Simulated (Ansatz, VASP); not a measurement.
## Ba: VASP beside Ansatz

```
Ba
1.0
    -2.50650    2.50650    2.50650
     2.50650   -2.50650    2.50650
     2.50650    2.50650   -2.50650
Ba
1
Direct
  0.00000 0.00000 0.00000
```

Alike in both runs: task single point; functional PBE-based screened hybrid with a share of 0.25 of exact exchange and HFSCREEN = 0.3; k mesh 5 × 5 × 5; collinear spin.

```csv
,VASP,Ansatz
version,VASP 6.6.1,Ansatz 0.2.0
potentials or method,"VASP PAW PBE potentials, release 64 (Ba_sv)",PseudoDojo stringent (PBE files)
plane-wave cutoff (eV),520,770
occupations,"methfessel-paxton of order 1, width 0.1 eV","cold, width 0.1 eV"
valence electrons in the cell,10,10
```

Ansatz gave:

* gap on the k mesh at the Fermi level (eV): none
* pressure (GPa): 0.2

Problem. Estimate VASP's values.

Solution. gap on the k mesh at the Fermi level (eV): none; pressure (GPa): 0.3.

VASP's potentials were made for PBE, not for PBE-based screened hybrid. A gap of «none» marks a metal or a gap that the smearing closes.

Neither program's run includes spin-orbit coupling.
